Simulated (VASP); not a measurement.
# KZrCl4 (F-43m) in VASP: single point with PBE

Aim: the single point of KZrCl4 with PBE.

Program: VASP 6.6.1. These are calculated values, not measurements. Logs are shortened: lines on timing, memory, paths and dates and some standing lists are left out, and cuts for length are marked.

**1. The cell of the first run**

It takes space group F-43m (No. 216, cubic). The conventional cell has a = 8.488 Å, b = 8.488 Å, c = 8.488 Å, α = 90.00°, β = 90.00°, γ = 90.00°. K (site symmetry -43m) has 12 Cl at 3.52 Å and 4 Zr at 3.68 Å within 4.6 Å. Zr (site symmetry -43m) has 12 Cl at 3.52 Å and 4 K at 3.68 Å within 4.6 Å. Within 3.9 Å of Cl (site symmetry 3m) lie 6 Cl at 2.98 to 3.02 Å and 3 Zr at 3.52 Å and 3 K at 3.52 Å.

The cell was built from a structure type or drawn by symmetry, and may not be a known phase.

**2. Single point, PBE, collinear spin**

The input, INCAR:

```
PREC = Accurate ; ENCUT = 520
EDIFF = 1E-6 ; ISMEAR = 0
SIGMA = 0.1 ; LREAL = False
LASPH = True ; NELM = 150
ALGO = Normal ; ISIF = 2
LWAVE = False ; LCHARG = False
ISPIN = 2 ; MAGMOM = 0 1.75 -0.27 -0.27 -0.27 -0.27
LORBIT = 11 ; LMAXMIX = 4
GGA = PE ; NBANDS = 38
```

The input, KPOINTS:

```
regular mesh
0
Gamma
  8 8 8
```

The input, POSCAR:

```
KZrCl4
1.0
    0.0000000000      4.2439669134      4.2439669134
    4.2439669134      0.0000000000      4.2439669134
    4.2439669134      4.2439669134      0.0000000000
K Zr Cl
1 1 4
Direct
    0.7500000000      0.7500000000      0.7500000000
    0.0000000000      0.0000000000      0.0000000000
    0.8771614382      0.3742795206      0.3742795206
    0.3742795206      0.3742795206      0.3742795206
    0.3742795206      0.8771614382      0.3742795206
    0.3742795206      0.3742795206      0.8771614382
```

Potentials or basis: VASP PAW PBE potentials, release 64 (K_sv, Zr_sv, Cl).

On the command line:

```bash
> cat potpaw_PBE.64/K_sv/POTCAR potpaw_PBE.64/Zr_sv/POTCAR potpaw_PBE.64/Cl/POTCAR > POTCAR
> mpirun -np 1 vasp_std > vasp.out
```

OUTCAR:

```text
PREC = Accurate
   ENCUT = 520
   EDIFF = 1E-6
   ISMEAR = 0
   LREAL = False
   LASPH = True
   NELM = 150
   ISIF = 2
   ISPIN = 2
   LORBIT = 11
   GGA = PE

 ion  position               nearest neighbor table
   1  0.750  0.750  0.750-   2 3.68   2 3.68   2 3.68   2 3.68
   2  0.000  0.000  0.000-   1 3.68   1 3.68   1 3.68   1 3.68
   3  0.877  0.374  0.374-
   4  0.374  0.374  0.374-
   5  0.374  0.877  0.374-
   6  0.374  0.374  0.877-

  LATTYP: Found a face centered cubic cell.
 ALAT       =     8.4879338268

  Lattice vectors:

 A1 = (   0.0000000000,   4.2439669134,   4.2439669134)
 A2 = (   4.2439669134,   0.0000000000,   4.2439669134)
 A3 = (   4.2439669134,   4.2439669134,   0.0000000000)

Analysis of symmetry for initial positions (statically):
=====================================================================
 Subroutine PRICEL returns:
 Original cell was already a primitive cell.

 Routine SETGRP: Setting up the symmetry group for a
 face centered cubic supercell.

 Subroutine GETGRP returns: Found 24 space group operations
 (whereof 24 operations were pure point group operations)
 out of a pool of 48 trial point group operations.

The static configuration has the point symmetry T_d .

Analysis of symmetry for dynamics (positions and initial velocities):
=====================================================================
 Subroutine PRICEL returns:
 Original cell was already a primitive cell.

 Routine SETGRP: Setting up the symmetry group for a
 face centered cubic supercell.

 Subroutine GETGRP returns: Found 24 space group operations
 (whereof 24 operations were pure point group operations)
 out of a pool of 48 trial point group operations.

The dynamic configuration has the point symmetry T_d .

Analysis of structural, dynamic, and magnetic symmetry:
=====================================================================
 Subroutine PRICEL returns:
 Original cell was already a primitive cell.

 Routine SETGRP: Setting up the symmetry group for a
 face centered cubic supercell.

 Subroutine GETGRP returns: Found 24 space group operations
 (whereof 24 operations were pure point group operations)
 out of a pool of 48 trial point group operations.

The overall configuration has the point symmetry T_d .

 Subroutine INISYM returns: Found 24 space group operations
 (whereof 24 operations are pure point group operations),
 and found     1 'primitive' translations

----------------------------------------------------------------------------------------

[... 140 lines left out ...]

 Free energy of the ion-electron system (eV)
  ---------------------------------------------------
  ext. energy  EPLUGINS =         0.00000000
  ---------------------------------------------------
  free energy    TOTEN  =       -17.20005640 eV

  energy without entropy =      -17.15666632  energy(sigma->0) =      -17.17836136

 E-fermi :   3.1642     XC(G=0):  -8.9374

 val. band max:        3.1503034591   @ k =   0.5000   0.3750   0.1250
 cond. band min:       3.1670171984   @ k =   0.3750   0.0000   0.0000
 fundamental gap:      0.0167137393
 Fermi energy:         3.1641904396

 spin component 1

 k-point     1 :       0.0000    0.0000    0.0000
  band No.  band energies     occupation
      1     -47.7867      1.00000
      2     -27.2488      1.00000
      3     -25.8257      1.00000
      4     -25.8257      1.00000
      5     -25.8257      1.00000
      6     -12.0859      1.00000
[... 925 lines left out ...]
     35       9.9600      0.00000
     36      10.1167      0.00000

 [... further k-points ...]

 spin component 2

 k-point     1 :       0.0000    0.0000    0.0000
  band No.  band energies     occupation
      1     -46.8783      1.00000
      2     -27.2283      1.00000
      3     -24.7553      1.00000
      4     -24.7553      1.00000
      5     -24.7553      1.00000
      6     -12.3356      1.00000
[... 925 lines left out ...]
     35      10.0325      0.00000
     36      10.1953      0.00000

 [... further k-points ...]

 [bands above 36 left out]

------------------------ aborting loop because EDIFF is reached ----------------------------------------

  FORCE on cell =-STRESS in cart. coord.  units (eV):
  Direction    XX          YY          ZZ          XY          YZ          ZX
  --------------------------------------------------------------------------------------
  -------------------------------------------------------------------------------------
  Total       -0.0408083     -0.0408083     -0.0408083     -0.0000000     -0.0000000      0.0000000
  in kB       -0.4276739     -0.4276739     -0.4276739     -0.0000000     -0.0000000      0.0000000
  external PRESSURE =      -0.4276739 kB  Pullay stress =       0.0000000 kB

 VOLUME and BASIS-vectors are now :
 -----------------------------------------------------------------------------
  energy-cutoff  :      520.00
  volume of cell :      152.88
      direct lattice vectors                 reciprocal lattice vectors
     0.000000000  4.243966913  4.243966913    -0.117814302  0.117814302  0.117814302
     4.243966913  0.000000000  4.243966913     0.117814302 -0.117814302  0.117814302
     4.243966913  4.243966913  0.000000000     0.117814302  0.117814302 -0.117814302

 POSITION                                       TOTAL-FORCE (eV/Angst)
 -----------------------------------------------------------------------------------
      6.36595      6.36595      6.36595         0.000000      0.000000      0.000000
      0.00000      0.00000      0.00000         0.000000      0.000000      0.000000
      3.17686      5.31107      5.31107        -0.003570      0.003570      0.003570
      3.17686      3.17686      3.17686        -0.003570     -0.003570     -0.003570
      5.31107      3.17686      5.31107         0.003570     -0.003570      0.003570
      5.31107      5.31107      3.17686         0.003570      0.003570     -0.003570
 -----------------------------------------------------------------------------------
    total drift:                               -0.000000     -0.000000     -0.000000

  FREE ENERGIE OF THE ION-ELECTRON SYSTEM (eV)
  ---------------------------------------------------
  free  energy   TOTEN  =       -17.2000563972 eV

  energy  without entropy=      -17.1566663182  energy(sigma->0) =      -17.17836136

 total charge

# of ion       s       p       d       tot
------------------------------------------
    1        1.957   5.571   0.025   7.553
    2        2.058   5.888   1.580   9.527
    3        1.619   3.437   0.000   5.056
    4        1.619   3.437   0.000   5.056
    5        1.619   3.437   0.000   5.056
    6        1.619   3.437   0.000   5.056
--------------------------------------------------
tot         10.492  25.207   1.605  37.303

 magnetization (x)

# of ion       s       p       d       tot
------------------------------------------
    1        0.004   0.006   0.007   0.017
    2        0.026   0.008   1.349   1.382
    3       -0.003  -0.212   0.000  -0.215
    4       -0.003  -0.212   0.000  -0.215
    5       -0.003  -0.212   0.000  -0.215
    6       -0.003  -0.212   0.000  -0.215
--------------------------------------------------
tot          0.018  -0.834   1.356   0.540
```

Wall time 13 min (1 thread of Intel Xeon 8259CL, shared host); peak memory 0.56 GiB.

What came out:

| Property | Result |
| --- | --- |
| Free energy | -17.2001 eV |
| Pressure | 0.0 GPa |
| Largest force | 0.006 eV/Å |
| Band gap on the k mesh | zero (filled and empty bands overlap) |
| Net moment | 1.01 μB per cell |
| Site moments | K +0.02; Zr +1.38; Cl -0.21 μB |
| Valence electrons inside the program's atomic spheres | K 7.55; Zr 9.53; Cl 5.06 |

Forces on the atoms (eV/Å):
```
K    0.000  0.000  0.000
Zr   0.000  0.000  0.000
Cl  -0.004  0.004  0.004
Cl  -0.004 -0.004 -0.004
Cl   0.004 -0.004  0.004
Cl   0.004  0.004 -0.004
```

Levels at points of the mesh, in eV from the Fermi level:
Spin up:
```tsv
k point	band 21	band 22	band 23	band 24	band 25	band 26	band 27	band 28	band 29	band 30
(0.00, 0.00, 0.00)	-0.82	-0.31	-0.09	-0.09	-0.09	0.32	0.32	0.32	0.93	0.93
(0.50, 0.00, 0.00)	-1.95	-0.80	-0.39	-0.04	-0.04	0.25	0.25	0.73	0.73	1.18
(0.50, 0.50, 0.00)	-2.20	-2.20	-0.24	-0.24	-0.02	0.08	0.08	0.25	0.93	1.81
```
Spin down:
| k point | band 21 | band 22 | band 23 | band 24 | band 25 | band 26 | band 27 | band 28 |
| --- | --- | --- | --- | --- | --- | --- | --- | --- |
| (0.00, 0.00, 0.00) | -1.02 | -0.07 | -0.07 | -0.07 | 0.54 | 1.51 | 1.51 | 1.51 |
| (0.50, 0.00, 0.00) | -2.27 | -1.00 | -0.23 | -0.23 | 1.11 | 1.39 | 1.39 | 1.69 |
| (0.50, 0.50, 0.00) | -2.38 | -2.38 | -0.35 | -0.35 | 1.03 | 1.41 | 1.41 | 1.51 |
